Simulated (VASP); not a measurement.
# ZrB4F (P4/mmm) in VASP: single point with PBE

Aim: the single point of ZrB4F with PBE.

All numbers are computed with VASP 6.6.1; they aren't measurements. Logs are shortened: lines on timing, memory, paths and dates and some standing lists are left out, and cuts for length are marked.

### 1 The cell of the first run

Symmetry: P4/mmm, No. 123, tetragonal system. The conventional cell has a = 3.580 Å, b = 3.580 Å, c = 5.073 Å, α = 90.00°, β = 90.00°, γ = 90.00°. Within 2.9 Å of Zr (site symmetry 4/mmm) lie 8 B at 2.17 Å. B (site symmetry 2mm) has 2 Zr at 2.17 Å and 2 F at 2.21 Å and 6 B at 2.47 to 2.60 Å within 2.9 Å. Within 2.9 Å of F (site symmetry 4/mmm) lie 8 B at 2.21 Å.

The cell was generated, and may not be a known phase.

### 2 Single point, PBE

File INCAR:

```
PREC     = Accurate       # precision mode
ENCUT    = 520            # plane-wave cutoff, eV
EDIFF    = 1E-6           # SCF threshold, eV
ISMEAR   = 0              # smearing method
SIGMA    = 0.1            # smearing width, eV
LREAL    = F              # projectors in reciprocal space
LASPH    = T              # aspherical terms in the spheres
NELM     = 100            # most SCF steps
ALGO     = Normal         # electronic algorithm
ISIF     = 2              # what is computed and relaxed
LWAVE    = F              # write WAVECAR
LCHARG   = F              # write CHGCAR
GGA      = PE             # functional
NBANDS   = 24             # bands
```

File KPOINTS:

```
regular mesh
0
Gamma
  6 6 4
```

File POSCAR:

```
ZrB4F
1.0
    3.5795128500      0.0000000000      0.0000000000
    0.0000000000      3.5795128500      0.0000000000
    0.0000000000      0.0000000000      5.0730757000
Zr B F
1 4 1
Direct
    0.0000000000      0.0000000000      0.0000000000
    0.5000000000      0.0000000000      0.7565800000
    0.0000000000      0.5000000000      0.2434200000
    0.5000000000      0.0000000000      0.2434200000
    0.0000000000      0.5000000000      0.7565800000
    0.5000000000      0.5000000000      0.5000000000
```

Potentials or basis: VASP PAW PBE potentials, release 64 (Zr_sv, B, F).

Run with:

```bash
cat potpaw_PBE.64/Zr_sv/POTCAR potpaw_PBE.64/B/POTCAR potpaw_PBE.64/F/POTCAR > POTCAR
mpirun -np 1 vasp_std > vasp.out
```

OUTCAR:

```text
PREC = Accurate
   ENCUT = 520
   EDIFF = 1E-6
   ISMEAR = 0
   LREAL = F
   LASPH = T
   NELM = 100
   ISIF = 2
   GGA = PE

 ion  position               nearest neighbor table
   1  0.000  0.000  0.000-   2 2.17   3 2.17   4 2.17   5 2.17   3 2.17   5 2.17   2 2.17   4 2.17

   2  0.500  0.000  0.757-   1 2.17   1 2.17
   3  0.000  0.500  0.243-   1 2.17   1 2.17
   4  0.500  0.000  0.243-   1 2.17   1 2.17
   5  0.000  0.500  0.757-   1 2.17   1 2.17
   6  0.500  0.500  0.500-

  LATTYP: Found a simple tetragonal cell.
 ALAT       =     3.5795128500
 C/A-ratio  =     1.4172531047

  Lattice vectors:

 A1 = (   3.5795128500,   0.0000000000,   0.0000000000)
 A2 = (   0.0000000000,   3.5795128500,   0.0000000000)
 A3 = (   0.0000000000,   0.0000000000,   5.0730757000)

Analysis of symmetry for initial positions (statically):
=====================================================================
 Subroutine PRICEL returns:
 Original cell was already a primitive cell.

 Routine SETGRP: Setting up the symmetry group for a
 simple tetragonal supercell.

 Subroutine GETGRP returns: Found 16 space group operations
 (whereof 16 operations were pure point group operations)
 out of a pool of 16 trial point group operations.

The static configuration has the point symmetry D_4h.

Analysis of symmetry for dynamics (positions and initial velocities):
=====================================================================
 Subroutine PRICEL returns:
 Original cell was already a primitive cell.

 Routine SETGRP: Setting up the symmetry group for a
 simple tetragonal supercell.

 Subroutine GETGRP returns: Found 16 space group operations
 (whereof 16 operations were pure point group operations)
 out of a pool of 16 trial point group operations.

The dynamic configuration has the point symmetry D_4h.

 Subroutine INISYM returns: Found 16 space group operations
 (whereof 16 operations are pure point group operations),
 and found     1 'primitive' translations

----------------------------------------------------------------------------------------

                                     Primitive cell

  volume of cell :      65.0009

  direct lattice vectors                    reciprocal lattice vectors
     3.579512850  0.000000000  0.000000000     0.279367624  0.000000000  0.000000000
     0.000000000  3.579512850  0.000000000     0.000000000  0.279367624  0.000000000
     0.000000000  0.000000000  5.073075700     0.000000000  0.000000000  0.197119077

  length of vectors
     3.579512850  3.579512850  5.073075700     0.279367624  0.279367624  0.197119077

  position of ions in fractional coordinates (direct lattice)
     0.000000000  0.000000000  0.000000000
     0.500000000  0.000000000  0.756580000
     0.000000000  0.500000000  0.243420000
     0.500000000  0.000000000  0.243420000
     0.000000000  0.500000000  0.756580000
     0.500000000  0.500000000  0.500000000

  ion indices of the primitive-cell ions
   primitive index   ion index
                 1           1
                 2           2
                 3           3
                 4           4
                 5           5
                 6           6

----------------------------------------------------------------------------------------

 KPOINTS: regular mesh

Automatic generation of k-mesh.
 Grid dimensions read from file:
 generate k-points for:    6    6    4

 Generating k-lattice:

  Cartesian coordinates                     Fractional coordinates (reciprocal lattice)
     0.046561271  0.000000000  0.000000000     0.166666667  0.000000000  0.000000000
     0.000000000  0.046561271  0.000000000     0.000000000  0.166666667  0.000000000
     0.000000000  0.000000000  0.049279769     0.000000000  0.000000000  0.250000000

  Length of vectors
     0.046561271  0.046561271  0.049279769

  Shift w.r.t. Gamma in fractional coordinates (k-lattice)
     0.000000000  0.000000000  0.000000000

 Subroutine IBZKPT returns following result:
 ===========================================

 Found     30 irreducible k-points:

 Following reciprocal coordinates:
            Coordinates               Weight
  0.000000  0.000000  0.000000      1.000000
  0.166667  0.000000  0.000000      4.000000
  0.333333  0.000000  0.000000      4.000000
  0.500000  0.000000  0.000000      2.000000
  0.166667  0.166667  0.000000      4.000000
  0.333333  0.166667  0.000000      8.000000
[... 16 lines left out ...]
  0.333333  0.000000  0.500000      4.000000
  0.500000  0.000000  0.500000      2.000000
 [... further k-points ...]
   k-points           NKPTS =     30   k-points in BZ     NKDIM =     30   number of bands    NBANDS=     24
   number of dos      NEDOS =    301   number of ions     NIONS =      6
   total plane-waves  NPLWV =  31360
   dimension x,y,z NGX =    28 NGY =   28 NGZ =   40
   dimension x,y,z NGXF=    56 NGYF=   56 NGZF=   80
   ions per type =               1   4   1
   NGX,Y,Z   is equivalent  to a cutoff of  13.00, 13.00, 13.11 a.u.
   NGXF,Y,Z  is equivalent  to a cutoff of  26.01, 26.01, 26.22 a.u.
 SYSTEM =  unknown system
   PREC   = accura    normal or accurate (medium, high low for compatibility)
   ISTART =      0    job   : 0-new  1-cont  2-samecut
   ICHARG =      2    charge: 1-file 2-atom 10-const
   ISPIN  =      1    spin polarized calculation?
   LNONCOLLINEAR =      F non collinear calculations
   LSORBIT =      F    spin-orbit coupling
   LASPH  =      T    aspherical Exc in radial PAW
   ENCUT  =  520.0 eV  38.22 Ry    6.18 a.u.   6.66  6.66  9.43*2*pi/ulx,y,z
   NELM   =    100;   NELMIN=  2; NELMDL= -5     # of ELM steps
   EDIFF  = 0.1E-05   stopping-criterion for ELM
   LREAL  =      F    real-space projection
   EDIFFG = 0.1E-04   stopping-criterion for IOM
   NSW    =      0    number of steps for IOM
   IBRION =     -1    ionic relax: 0-MD 1-quasi-New 2-CG
   NFREE  =      0    steps in history (QN), initial steepest desc. (CG)
   ISIF   =      2    stress and relaxation
   ISYM   =      2    0-nonsym 1-usesym 2-fastsym
   POTIM  = 0.5000    time-step for ionic-motion
   TEBEG  =    0.0;   TEEND  =   0.0 temperature during run
   PSTRESS=    0.0 pullay stress
   NELECT =      31.0000    total number of electrons
   NUPDOWN=      -1.0000    fix difference up-down
   EMIN   =  10.00;   EMAX   =-10.00  energy-range for DOS
   EFERMI =   0.00;   METHOD = LEGACY
   ISMEAR =     0;   SIGMA  =   0.10  broadening in eV -4-tet -1-fermi 0-gaus
   EFERMI_NEDOS =   21; number of points for ismear=-14 and -15
   IALGO  =     38    algorithm
   IMIX   =      4    mixing-type and parameters
     AMIX     =   0.40;   BMIX     =  1.00
     AMIX_MAG =   1.60;   BMIX_MAG =  1.00
  volume/ion in A,a.u.               =      10.83        73.11
  Fermi-wavevector in a.u.,A,eV,Ry     =   1.279054  2.417062 22.258859  1.635980
  Thomas-Fermi vector in A             =   2.411562
   LORBIT       =      0    0 simple, 1 ext, 2 COOP (PROOUT), +10 PAW based schemes
   GGA     = PE    functional components
   LHFCALC =     F    Hartree Fock is set to
   AEXX    =    0.0000 exact exchange contribution
   IVDW    =     0    specifies the selected vdW correction
   LEPSILON=     F    determine dielectric tensor
   LRPA    =     F    only Hartree local field effects (RPA)
 non-spin polarized calculation
 Gauss-broadening in eV      SIGMA  =   0.10
  energy-cutoff  :      520.00
  volume of cell :       65.00
 maximum number of plane-waves:      1773
 NGX is ok and might be reduce to    28
   NGX = 13   NGY = 13   NGZ = 19

 number of electron      31.0000014 magnetization

 Free energy of the ion-electron system (eV)
  ---------------------------------------------------
  ext. energy  EPLUGINS =         0.00000000
  ---------------------------------------------------
  free energy    TOTEN  =       -27.64712918 eV

  energy without entropy =      -27.63789896  energy(sigma->0) =      -27.64251407

 E-fermi :   5.7259     XC(G=0): -11.1657

 val. band max:        5.6842157723   @ k =   0.1667   0.1667   0.5000
 cond. band min:       5.7363158616   @ k =   0.3333   0.0000   0.0000
 fundamental gap:      0.0521000893
 Fermi energy:         5.7258961471

 k-point     1 :       0.0000    0.0000    0.0000
  band No.  band energies     occupation
      1     -40.8744      2.00000
      2     -19.3317      2.00000
      3     -19.3151      2.00000
      4     -19.3151      2.00000
      5     -18.5397      2.00000
      6      -3.6202      2.00000
[... 16 lines left out ...]
     23      11.0407      0.00000
     24      11.0411      0.00000

 k-point     2 :       0.1667    0.0000    0.0000
  band No.  band energies     occupation
      1     -40.8697      2.00000
      2     -19.4116      2.00000
      3     -19.3239      2.00000
      4     -19.3082      2.00000
      5     -18.5188      2.00000
      6      -3.4548      2.00000
[... 16 lines left out ...]
     23      11.3443      0.00000
     24      11.4305      0.00000

 k-point     3 :       0.3333    0.0000    0.0000
  band No.  band energies     occupation
      1     -40.8604      2.00000
      2     -19.5950      2.00000
      3     -19.3083      2.00000
      4     -19.2943      2.00000
      5     -18.4796      2.00000
      6      -3.3557      2.00000
[... 16 lines left out ...]
     23      10.9563      0.00000
     24      11.7869      0.00000
[... 514 lines left out ...]
 k-point    23 :       0.3333    0.0000    0.5000
  band No.  band energies     occupation
      1     -40.8603      2.00000
      2     -19.5835      2.00000
      3     -19.3258      2.00000
      4     -19.2937      2.00000
      5     -18.4804      2.00000
      6      -2.9053      2.00000
[... 16 lines left out ...]
     23      10.3907      0.00000
     24      10.4019      0.00000

 k-point    24 :       0.5000    0.0000    0.5000
  band No.  band energies     occupation
      1     -40.8556      2.00000
      2     -19.6694      2.00000
      3     -19.3078      2.00000
      4     -19.2867      2.00000
      5     -18.4778      2.00000
      6      -2.6294      2.00000
[... 16 lines left out ...]
     23       9.3782      0.00000
     24       9.8289      0.00000

 [... further k-points ...]
[... 5 lines left out ...]
  --------------------------------------------------------------------------------------
  -------------------------------------------------------------------------------------
  Total        7.4116397      7.4116397     15.3739067      0.0000000      0.0000000      0.0000000
  in kB      182.6861775    182.6861775    378.9445179      0.0000000      0.0000000      0.0000000
  external PRESSURE =     248.1056243 kB  Pullay stress =       0.0000000 kB

 VOLUME and BASIS-vectors are now :
 -----------------------------------------------------------------------------
  energy-cutoff  :      520.00
  volume of cell :       65.00
      direct lattice vectors                 reciprocal lattice vectors
     3.579512850  0.000000000  0.000000000     0.279367624  0.000000000  0.000000000
     0.000000000  3.579512850  0.000000000     0.000000000  0.279367624  0.000000000
     0.000000000  0.000000000  5.073075700     0.000000000  0.000000000  0.197119077

 POSITION                                       TOTAL-FORCE (eV/Angst)
 -----------------------------------------------------------------------------------
      0.00000      0.00000      0.00000        -0.000000      0.000000     -0.000000
      1.78976      0.00000      3.83819        -0.000000      0.000000     -2.210827
      0.00000      1.78976      1.23489         0.000000      0.000000      2.210827
      1.78976      0.00000      1.23489        -0.000000     -0.000000      2.210827
      0.00000      1.78976      3.83819        -0.000000      0.000000     -2.210827
      1.78976      1.78976      2.53654        -0.000000      0.000000     -0.000000
 -----------------------------------------------------------------------------------
    total drift:                                0.000000      0.000000      0.000000

  FREE ENERGIE OF THE ION-ELECTRON SYSTEM (eV)
  ---------------------------------------------------
  free  energy   TOTEN  =       -27.6471291771 eV

  energy  without entropy=      -27.6378989585  energy(sigma->0) =      -27.64251407
```

Wall time 46 s (1 thread of Intel Xeon 8259CL, shared host); peak memory 0.2 GiB.

What came out:

| Item | Value |
| --- | --- |
| Free energy | -27.6471 eV |
| Pressure | 24.8 GPa |
| Largest force | 2.211 eV/Å |
| Band gap on the k mesh | zero (an odd number of electrons rules out a gap without spin polarisation) |

Forces in eV/Å, atoms in the order of the input:
```
Zr   0.000  0.000  0.000
B    0.000  0.000 -2.211
B    0.000  0.000  2.211
B    0.000  0.000  2.211
B    0.000  0.000 -2.211
F    0.000  0.000  0.000
```

Levels at points of the mesh, in eV from the Fermi level:
```tsv
k point	band 12	band 13	band 14	band 15	band 16	band 17	band 18	band 19
(0.00, 0.00, 0.00)	-2.66	-2.66	-2.28	-0.22	0.59	0.59	0.92	3.50
(0.50, 0.00, 0.00)	-3.29	-2.20	-1.74	-0.98	-0.21	1.66	1.73	2.21
(0.50, 0.50, 0.00)	-4.14	-3.18	-3.18	-0.05	1.06	1.06	1.27	1.32
(0.00, 0.00, 0.50)	-2.17	-2.17	-1.45	-0.87	-0.06	-0.06	1.26	3.53
(0.50, 0.00, 0.50)	-2.23	-2.10	-2.05	-0.83	0.60	2.64	2.76	2.81
(0.50, 0.50, 0.50)	-3.40	-2.90	-2.53	-1.93	-1.12	1.40	2.32	2.32
```

Caveat: the stress differs along the axes, from 18 to 38 GPa; an odd number of electrons without spin polarisation forces a metal; a magnetic or distorted state may lie lower.

The gap in the log of VASP goes by the Fermi energy; the results here count the filled bands.